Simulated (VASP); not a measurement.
Crystal: SiW4.

```
CELL_PARAMETERS angstrom
4.61164 0.00000 0.00000
0.00000 4.61164 0.00000
0.00000 0.00000 4.38662
ATOMIC_POSITIONS crystal
Si 0.00000 0.00000 0.00000
W 0.19855 0.50000 0.50000
W 0.80145 0.50000 0.50000
W 0.50000 0.19855 0.50000
W 0.50000 0.80145 0.50000
```

| Property | Result |
| --- | --- |
| Program | VASP 6.6.1 |
| Task | relaxation of cell and atoms |
| Functional | PBE |
| Potentials or basis | VASP PAW PBE potentials, release 64 (Si, W_sv) |
| Cutoff | 600 eV |
| k mesh | 4 × 4 × 4 |
| Occupations | gaussian, width 0.1 eV |
| Spin | no spin polarisation |

At the start: pressure 153.0 GPa; volume 18.66 Å³/atom.

**Question.** Where does the relaxation end?

**Answer.** Over 25 steps the energy falls by 6843.4 meV/atom and the volume is 19.84 Å³/atom (+6.3 %); space group P4/mmm (No. 123, to 0.05 Å).

Step by step:
```csv
step,energy change (eV),largest force (eV/Å),pressure (GPa),volume (Å³)
1,0.0000,0.8902,152.99,93.29
2,16.2004,1.1792,-37.57,467.75
3,-14.4644,0.5296,-18.35,243.40
4,-19.2902,0.0046,-19.98,210.03
5,-25.8130,2.5179,-2.73,146.27
6,-25.8359,2.1147,-7.46,152.69
7,-25.8613,2.2879,-5.53,149.92
8,-28.3663,0.6856,-8.36,133.70
9,-17.6413,21.8239,130.75,81.79
10,-29.0300,1.9151,-7.44,128.47
11,-30.3323,6.0138,3.37,112.04
12,-30.9308,5.9960,4.44,109.26
13,-31.8791,6.5958,17.71,100.11
14,-31.8701,6.8200,13.22,102.48
15,-31.9130,6.7488,15.43,101.27
16,-32.7652,4.4737,7.07,103.14
17,-33.2396,2.0793,-2.21,106.19
18,-33.4172,1.9397,-2.94,105.73
19,-33.8532,1.4404,-4.06,104.29
20,-34.1161,0.0951,-2.67,101.24
21,-34.1399,0.6496,-3.68,102.20
22,-34.1459,0.5086,-3.48,101.96
23,-34.2052,0.1466,-0.75,99.87
24,-34.2121,0.0085,0.68,98.86
25,-34.2172,0.0156,0.11,99.20
```

Final structure:
```
Si W
1.0
     6.09794    0.00000    0.00000
     0.00000    6.09794    0.00000
     0.00000    0.00000    2.66789
Si W
1 4
Direct
  0.00000 0.00000 0.00000
  0.20358 0.50000 0.50000
  0.79642 0.50000 0.50000
  0.50000 0.20358 0.50000
  0.50000 0.79642 0.50000
```
